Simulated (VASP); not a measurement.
Set up this calculation in VASP 6.6.1, as the native input.

```yaml
Task: single point
Functional: PBE
Potentials_or_basis: VASP PAW PBE potentials, release 64 (Ag, Cl)
Cutoff: 520 eV
k_mesh: 12 × 12 × 12
Occupations: fermi-dirac, width 0.08 eV
Spin: no spin polarisation
Dipole_correction: no
Further_INCAR_settings: ALGO = Normal; EDIFF = 1e-06; NBANDS = 16
```

The structure of AgCl (rocksalt type) lies in POSCAR:

```
AgCl
1.0
    0.0000000000      2.8602219298      2.8602219298
    2.8602219298      0.0000000000      2.8602219298
    2.8602219298      2.8602219298      0.0000000000
Ag Cl
1 1
Direct
    0.0000000000      0.0000000000      0.0000000000
    0.5000000000      0.5000000000      0.5000000000
```

One way to write it, as run:

INCAR

```
ALGO     = Normal         # electronic algorithm
EDIFF    = 1E-6           # SCF threshold, eV
ENCUT    = 520            # plane-wave cutoff, eV
GGA      = PE             # functional
ISIF     = 2              # what is computed and relaxed
ISMEAR   = -1             # smearing method
LASPH    = T              # aspherical terms in the spheres
LCHARG   = F              # write CHGCAR
LREAL    = F              # projectors in reciprocal space
LWAVE    = F              # write WAVECAR
NBANDS   = 16             # bands
NELM     = 80             # most SCF steps
PREC     = Accurate       # precision mode
SIGMA    = 0.08           # smearing width, eV
```

KPOINTS

```
k-points
0
Gamma
  12 12 12
```

Potentials or basis: VASP PAW PBE potentials, release 64 (Ag, Cl).

Launch:

```sh
$ cat potpaw_PBE.64/Ag/POTCAR potpaw_PBE.64/Cl/POTCAR > POTCAR
$ mpirun -np 1 vasp_std > vasp.out
```

Results of the run:

```
Pressure               : -2.2 GPa
Band gap on the k mesh : 0.95 eV (least direct gap 2.82 eV)
```

Wall time 33 s on 1 thread of Intel(R) Xeon(R) Platinum 8488C (Sapphire Rapids), with other jobs on the host, peak memory 0.2 GiB.
